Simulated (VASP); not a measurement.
**Cd: relaxation of cell and atoms with LDA**

The system is Cd.

```
CELL_PARAMETERS angstrom
2.87000 0.00000 0.00000
0.00000 2.87000 0.00000
0.00000 0.00000 2.87000
ATOMIC_POSITIONS crystal
Cd 0.00000 0.00000 0.00000
```

```json
{
 "Program": "VASP 6.6.1",
 "Task": "relaxation of cell and atoms",
 "Functional": "LDA",
 "Potentials or basis": "VASP PAW LDA potentials, release 64 (Cd)",
 "Cutoff": "600 eV",
 "k mesh": "8 × 8 × 8",
 "Occupations": "fermi-dirac, width 0.05 eV",
 "Spin": "no spin polarisation",
 "Target pressure": "10 GPa",
 "Dipole correction": "no",
 "Further INCAR settings": "ALGO = Normal; EDIFF = 1e-06; IBRION = 2; EDIFFG = -0.01; NSW = 80; ISIF = 3"
}
```

The relaxed volume is 20.61 Å³/atom, the relaxed cell is a = 2.742 Å, b = 2.742 Å, c = 2.742 Å, α = 90.00°, β = 90.00°, γ = 90.00° and the space group after relaxing (to 0.05 Å) is Pm-3m (No. 221). The energy change on relaxing (the enthalpy is what falls) is +78.3 meV/atom and the ionic steps are 6. The pressure after relaxing is 10.0 GPa and the band gap on the k mesh is zero (band 6 reaches 8.20 eV, above the bottom of band 7 at 0.44 eV).

Step by step:
```tsv
step	energy change (eV)	largest force (eV/Å)	pressure (GPa)	volume (Å³)
1	0.0000	0.0000	-0.31	23.64
2	0.2495	0.0000	21.36	18.81
3	0.0770	0.0000	9.88	20.63
4	0.0806	0.0000	10.20	20.57
5	0.0763	0.0000	9.82	20.64
6	0.0783	0.0000	10.01	20.61
```

Final structure:
```yaml
crystal:
  lattice:
    - [2.74179, 0.00000, 0.00000]
    - [0.00000, 2.74179, 0.00000]
    - [0.00000, 0.00000, 2.74179]
  atoms:
    - { symbol: Cd, position: [0.00000, 0.00000, 0.00000] }
```

Levels at points of the mesh, in eV from the Fermi level:
```csv
k point,band 4,band 5,band 6,band 7,band 8,band 9
"(0.00, 0.00, 0.00)",-8.31,-8.31,-8.31,11.25,11.25,11.25
"(0.50, 0.00, 0.00)",-9.01,-8.25,-3.18,-2.59,15.71,16.20
"(0.50, 0.50, 0.00)",-8.89,-7.72,0.92,0.92,3.17,6.36
"(0.50, 0.50, 0.50)",-7.68,-7.68,5.18,5.18,5.18,8.61
```

It took 34 s on 1 thread of Intel Xeon 6975P-C, on a shared host, peak memory 0.14 GiB.

Caveat: the cell is relaxed towards a set pressure, so the enthalpy falls and the energy may rise.
